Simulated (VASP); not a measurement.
# Ge2Sb2Te5 (P-3m1) in VASP: notebook

Ge2Sb2Te5 is run at these levels: PBE; tasks: single point.

Program: VASP 6.6.1. These are calculated values, not measurements. Logs are shortened: lines on timing, memory, paths and dates and some standing lists are left out, and cuts for length are marked.

**1. The cell of the first run**

Symmetry: P-3m1, No. 164, trigonal system. The conventional cell has a = 4.264 Å, b = 4.264 Å, c = 18.087 Å, α = 90.00°, β = 90.00°, γ = 120.00°. Ge (site symmetry 3m) has 6 Te at 2.84 to 3.32 Å within 3.7 Å. Sb (site symmetry 3m) has 6 Te at 3.02 to 3.19 Å within 4.0 Å. Within 4.3 Å of Te (site symmetry -3m) lie 6 Sb at 3.19 Å and 6 Te at 4.26 Å. Within 4.0 Å of Te (site symmetry 3m) lie 3 Sb at 3.02 Å and 3 Ge at 3.32 Å. Te (site symmetry 3m) has 3 Ge at 2.84 Å within 3.7 Å.

**2. Single point, PBE**

Contents of INCAR:

```
  ALGO = Normal
  EDIFF = 1E-6
  ENCUT = 520
  GGA = PE
  ISIF = 2
  ISMEAR = 0
  LASPH = True
  LCHARG = True
  LELF = True
  LREAL = False
  LVHAR = True
  LWAVE = False
  NBANDS = 44
  NELM = 60
  PREC = Accurate
  SIGMA = 0.01
```

Contents of KPOINTS:

```
k-points
0
Gamma
  9 9 2
```

Contents of POSCAR:

```
Ge2Sb2Te5
1.0
    4.2639992940      0.0000000000      0.0000000000
   -2.1319996470      3.6927317103      0.0000000000
    0.0000000000      0.0000000000     18.0865499662
Ge Sb Te
2 2 5
Direct
    0.0000000000      0.0000000000      0.3314713560
    0.0000000000      0.0000000000      0.6685286440
    0.3333333333      0.6666666667      0.1121550832
    0.6666666667      0.3333333333      0.8878449168
    0.0000000000      0.0000000000      0.0000000000
    0.3333333333      0.6666666667      0.7913602895
    0.6666666667      0.3333333333      0.2086397105
    0.3333333333      0.6666666667      0.4097504733
    0.6666666667      0.3333333333      0.5902495267
```

Potentials or basis: VASP PAW PBE potentials, release 64 (Ge_d, Sb, Te).

Launch:

```bash
$ cat potpaw_PBE.64/Ge_d/POTCAR potpaw_PBE.64/Sb/POTCAR potpaw_PBE.64/Te/POTCAR > POTCAR
$ mpirun -np 1 vasp_std > vasp.out
```

OUTCAR:

```text
EDIFF = 1E-6
   ENCUT = 520
   GGA = PE
   ISIF = 2
   ISMEAR = 0
   LASPH = True
   LREAL = False
   NELM = 60
   PREC = Accurate

 ion  position               nearest neighbor table
   1  0.000  0.000  0.331-   8 2.84   8 2.84   8 2.84
   2  0.000  0.000  0.669-   9 2.84   9 2.84   9 2.84
   3  0.333  0.667  0.112-   7 3.02   7 3.02   7 3.02   5 3.19   5 3.19   5 3.19
   4  0.667  0.333  0.888-   6 3.02   6 3.02   6 3.02   5 3.19   5 3.19   5 3.19
   5  0.000  0.000  0.000-   3 3.19   4 3.19   3 3.19   4 3.19   4 3.19   3 3.19
   6  0.333  0.667  0.791-   4 3.02   4 3.02   4 3.02
   7  0.667  0.333  0.209-   3 3.02   3 3.02   3 3.02
   8  0.333  0.667  0.410-   1 2.84   1 2.84   1 2.84
   9  0.667  0.333  0.590-   2 2.84   2 2.84   2 2.84

  LATTYP: Found a hexagonal cell.
 ALAT       =     4.2639992940
 C/A-ratio  =     4.2416869045

  Lattice vectors:

 A1 = (   4.2639992940,   0.0000000000,   0.0000000000)
 A2 = (  -2.1319996470,   3.6927317103,   0.0000000000)
 A3 = (   0.0000000000,   0.0000000000,  18.0865499662)

Analysis of symmetry for initial positions (statically):
=====================================================================
 Subroutine PRICEL returns:
 Original cell was already a primitive cell.

 Routine SETGRP: Setting up the symmetry group for a
 hexagonal supercell.

 Subroutine GETGRP returns: Found 12 space group operations
 (whereof 12 operations were pure point group operations)
 out of a pool of 24 trial point group operations.

The static configuration has the point symmetry D_3d.

Analysis of symmetry for dynamics (positions and initial velocities):
=====================================================================
 Subroutine PRICEL returns:
 Original cell was already a primitive cell.

 Routine SETGRP: Setting up the symmetry group for a
 hexagonal supercell.

 Subroutine GETGRP returns: Found 12 space group operations
 (whereof 12 operations were pure point group operations)
 out of a pool of 24 trial point group operations.

The dynamic configuration has the point symmetry D_3d.

 Subroutine INISYM returns: Found 12 space group operations
[... 110 lines left out ...]
   EDIFF  = 0.1E-05   stopping-criterion for ELM
   LREAL  =      F    real-space projection
   EDIFFG = 0.1E-04   stopping-criterion for IOM
   NSW    =      0    number of steps for IOM
   IBRION =     -1    ionic relax: 0-MD 1-quasi-New 2-CG
   NFREE  =      0    steps in history (QN), initial steepest desc. (CG)
   ISIF   =      2    stress and relaxation
   ISYM   =      2    0-nonsym 1-usesym 2-fastsym
   POTIM  = 0.5000    time-step for ionic-motion
   TEBEG  =    0.0;   TEEND  =   0.0 temperature during run
   PSTRESS=    0.0 pullay stress
   NELECT =      68.0000    total number of electrons
   NUPDOWN=      -1.0000    fix difference up-down
   EMIN   =  10.00;   EMAX   =-10.00  energy-range for DOS
   EFERMI =   0.00;   METHOD = LEGACY
   ISMEAR =     0;   SIGMA  =   0.01  broadening in eV -4-tet -1-fermi 0-gaus
   EFERMI_NEDOS =   21; number of points for ismear=-14 and -15
   IALGO  =     38    algorithm
   IMIX   =      4    mixing-type and parameters
     AMIX     =   0.40;   BMIX     =  1.00
     AMIX_MAG =   1.60;   BMIX_MAG =  1.00
  volume/ion in A,a.u.               =      31.64       213.54
  Fermi-wavevector in a.u.,A,eV,Ry     =   1.015635  1.919272 14.034602  1.031514
  Thomas-Fermi vector in A             =   2.148932
   LORBIT       =      0    0 simple, 1 ext, 2 COOP (PROOUT), +10 PAW based schemes
   GGA     = PE    functional components
   LHFCALC =     F    Hartree Fock is set to
   AEXX    =    0.0000 exact exchange contribution
   IVDW    =     0    specifies the selected vdW correction
   LEPSILON=     F    determine dielectric tensor
   LRPA    =     F    only Hartree local field effects (RPA)
 non-spin polarized calculation
 Gauss-broadening in eV      SIGMA  =   0.01
  energy-cutoff  :      520.00
  volume of cell :      284.79
 maximum number of plane-waves:      7734
 NGX is ok and might be reduce to    32
   NGX = 15   NGY = 15   NGZ = 67

 number of electron      68.0000030 magnetization

 Free energy of the ion-electron system (eV)
  ---------------------------------------------------
  ext. energy  EPLUGINS =         0.00000000
  ---------------------------------------------------
  free energy    TOTEN  =       -33.85605764 eV

  energy without entropy =      -33.85605764  energy(sigma->0) =      -33.85605764

 E-fermi :   5.9063     XC(G=0):  -9.1952

 val. band max:        5.7962858115   @ k =   0.1111   0.0000   0.5000
 cond. band min:       5.9682268984   @ k =   0.4444   0.0000   0.5000
 fundamental gap:      0.1719410869
 Fermi energy:         5.9063212141

 k-point     1 :       0.0000    0.0000    0.0000
  band No.  band energies     occupation
      1     -18.9671      2.00000
      2     -18.9671      2.00000
      3     -18.9671      2.00000
      4     -18.9671      2.00000
      5     -18.9554      2.00000
      6     -18.9554      2.00000
[... 1117 lines left out ...]
     43       9.8472      0.00000
     44      10.0417      0.00000

------------------------ aborting loop because EDIFF is reached ----------------------------------------

  FORCE on cell =-STRESS in cart. coord.  units (eV):
  Direction    XX          YY          ZZ          XY          YZ          ZX
  --------------------------------------------------------------------------------------
  -------------------------------------------------------------------------------------
  Total       -0.0219815     -0.0219815      0.0072271     -0.0000000      0.0000000      0.0000000
  in kB       -0.1236651     -0.1236651      0.0406590     -0.0000000      0.0000000      0.0000000
  external PRESSURE =      -0.0688904 kB  Pullay stress =       0.0000000 kB

 VOLUME and BASIS-vectors are now :
 -----------------------------------------------------------------------------
  energy-cutoff  :      520.00
  volume of cell :      284.79
      direct lattice vectors                 reciprocal lattice vectors
     4.263999294  0.000000000  0.000000000     0.234521615  0.135401117  0.000000000
    -2.131999647  3.692731710  0.000000000     0.000000000  0.270802235  0.000000000
     0.000000000  0.000000000 18.086549966     0.000000000  0.000000000  0.055289704

 POSITION                                       TOTAL-FORCE (eV/Angst)
 -----------------------------------------------------------------------------------
      0.00000      0.00000      5.99517        -0.000000      0.000000     -0.017840
      0.00000      0.00000     12.09138         0.000000     -0.000000      0.017840
     -0.00000      2.46182      2.02850         0.000000      0.000000     -0.020202
      2.13200      1.23091     16.05805         0.000000      0.000000      0.020202
      0.00000      0.00000      0.00000         0.000000      0.000000      0.000000
     -0.00000      2.46182     14.31298        -0.000000      0.000000     -0.016819
      2.13200      1.23091      3.77357         0.000000     -0.000000      0.016819
     -0.00000      2.46182      7.41097         0.000000      0.000000      0.015264
      2.13200      1.23091     10.67558         0.000000     -0.000000     -0.015264
 -----------------------------------------------------------------------------------
    total drift:                                0.000000     -0.000000      0.000000

  FREE ENERGIE OF THE ION-ELECTRON SYSTEM (eV)
  ---------------------------------------------------
  free  energy   TOTEN  =       -33.8560576422 eV

  energy  without entropy=      -33.8560576422  energy(sigma->0) =      -33.85605764
```

OSZICAR:

```text
N       E                     dE             d eps       ncg     rms          rms(c)
DAV:   1     0.603136189117E+03    0.60314E+03   -0.27187E+04  2564   0.200E+03
DAV:   2     0.633570572116E+02   -0.53978E+03   -0.51840E+03  2292   0.571E+02
DAV:   3    -0.277842449134E+02   -0.91141E+02   -0.88114E+02  2516   0.151E+02
DAV:   4    -0.339182364986E+02   -0.61340E+01   -0.60567E+01  2516   0.459E+01
DAV:   5    -0.341427856740E+02   -0.22455E+00   -0.22388E+00  2988   0.877E+00    0.103E+01
DAV:   6    -0.339587326360E+02    0.18405E+00   -0.20759E+00  2984   0.553E+00    0.823E+00
DAV:   7    -0.339737751334E+02   -0.15042E-01   -0.25135E+00  2736   0.493E+00    0.330E+00
DAV:   8    -0.338518883653E+02    0.12189E+00   -0.70806E-01  2764   0.306E+00    0.627E-01
DAV:   9    -0.338575319913E+02   -0.56436E-02   -0.11177E-01  2452   0.113E+00    0.688E-01
DAV:  10    -0.338567767286E+02    0.75526E-03   -0.76706E-03  2872   0.304E-01    0.565E-01
DAV:  11    -0.338568205335E+02   -0.43805E-04   -0.47474E-04  2480   0.896E-02    0.427E-01
DAV:  12    -0.338560583198E+02    0.76221E-03   -0.32062E-03  2640   0.194E-01    0.307E-01
DAV:  13    -0.338561071241E+02   -0.48804E-04   -0.53198E-04  2528   0.894E-02    0.199E-01
DAV:  14    -0.338560952499E+02    0.11874E-04   -0.22956E-05  2700   0.186E-02    0.175E-01
DAV:  15    -0.338560764767E+02    0.18773E-04   -0.12887E-05  2260   0.998E-03    0.125E-01
DAV:  16    -0.338560573996E+02    0.19077E-04   -0.12792E-04  2304   0.315E-02    0.274E-02
DAV:  17    -0.338560581900E+02   -0.79041E-06   -0.22785E-05  2276   0.157E-02    0.406E-02
DAV:  18    -0.338560576422E+02    0.54788E-06   -0.11472E-06  1328   0.463E-03
   1 F= -.33856058E+02 E0= -.33856058E+02  d E =-.474826E-20
```

stdout:

```text
POSCAR found type information on POSCAR GeSbTe
 POSCAR found :  3 types and       9 ions
 scaLAPACK will be used
 LDA part: xc-table for (Slater+PW92), standard interpolation
 POSCAR, INCAR and KPOINTS ok, starting setup
 FFT: planning ... GRIDC
 FFT: planning ... GRID_SOFT
 FFT: planning ... GRID
 WAVECAR not read
 entering main loop
```

Wall time 10 min (1 thread of Intel Xeon 8259CL, shared host); peak memory 0.55 GiB.

What came out:

| Quantity | Value |
| --- | --- |
| Free energy | -33.8561 eV |
| Pressure | 0.0 GPa |
| Largest force | 0.020 eV/Å |
| Band gap on the k mesh | 0.17 eV (least direct gap 0.25 eV) |

Forces in eV/Å, atoms in the order of the input:
```
Ge   0.000  0.000 -0.018
Ge   0.000  0.000  0.018
Sb   0.000  0.000 -0.020
Sb   0.000  0.000  0.020
Te   0.000  0.000  0.000
Te   0.000  0.000 -0.017
Te   0.000  0.000  0.017
Te   0.000  0.000  0.015
Te   0.000  0.000 -0.015
```

Levels at points of the mesh, in eV from the valence-band top:
```tsv
k point	band 31	band 32	band 33	band 34	band 35	band 36	band 37	band 38
(0.00, 0.00, 0.00)	-1.30	-1.19	-1.05	-0.01	0.24	0.24	0.26	1.14
(0.00, 0.00, 0.50)	-1.35	-1.35	-0.91	-0.03	0.25	0.25	0.26	1.09
```

Caveat: spin-orbit coupling is left out, which moves the levels of the heavy elements; an odd mesh through Γ misses points on the zone boundary, where band edges can lie; this functional lacks dispersion, which binds the layers, so the pressure and a relaxed spacing across them are unreliable.

**3. Single point, PBE**

Contents of INCAR:

```
SYSTEM = Ge2Sb2Te5
  PREC = Accurate
  ENCUT = 520
  EDIFF = 1E-7
  ISMEAR = 0
  SIGMA = 0.03
  LREAL = .FALSE.
  LASPH = .TRUE.
  NELM = 80
  ALGO = Normal
  ISIF = 2
  LWAVE = .FALSE.
  LCHARG = .TRUE.
  GGA = PE
  LELF = .TRUE.
  LVHAR = .TRUE.
  NBANDS = 44
```

Contents of KPOINTS:

```
Automatic mesh
0
G
  9 9 2
  0 0 0
```

POSCAR is that of step 2.

Potentials or basis: VASP PAW PBE potentials, release 64 (Ge_d, Sb, Te).

Launch:

```bash
$ cat potpaw_PBE.64/Ge_d/POTCAR potpaw_PBE.64/Sb/POTCAR potpaw_PBE.64/Te/POTCAR > POTCAR
$ mpirun -np 1 vasp_std > vasp.out
```

It took 15 min on 1 thread of Intel Xeon 8259CL, shared host; peak memory 0.54 GiB.

The run converged. Its results:

```yaml
Free_energy: -33.8561 eV
Pressure: 0.0 GPa
Largest_force: 0.020 eV/Å
Band_gap_on_the_k_mesh: 0.17 eV (least direct gap 0.25 eV)
```

Forces in eV/Å, atoms in the order of the input:
```
Ge   0.000  0.000 -0.018
Ge   0.000  0.000  0.018
Sb   0.000  0.000 -0.020
Sb   0.000  0.000  0.020
Te   0.000  0.000  0.000
Te   0.000  0.000 -0.017
Te   0.000  0.000  0.017
Te   0.000  0.000  0.015
Te   0.000  0.000 -0.015
```

Levels at points of the mesh, in eV from the valence-band top:
| k point | band 30 | band 31 | band 32 | band 33 | band 34 | band 35 | band 36 | band 37 | band 38 | band 39 |
| --- | --- | --- | --- | --- | --- | --- | --- | --- | --- | --- |
| (0.00, 0.00, 0.00) | -1.30 | -1.30 | -1.19 | -1.05 | -0.01 | 0.24 | 0.24 | 0.26 | 1.14 | 1.14 |
| (0.00, 0.00, 0.50) | -1.37 | -1.35 | -1.35 | -0.91 | -0.03 | 0.25 | 0.25 | 0.26 | 1.09 | 1.09 |

Caveat: spin-orbit coupling is left out, which moves the levels of the heavy elements; an odd mesh through Γ misses points on the zone boundary, where band edges can lie; this functional lacks dispersion, which binds the layers, so the pressure and a relaxed spacing across them are unreliable.
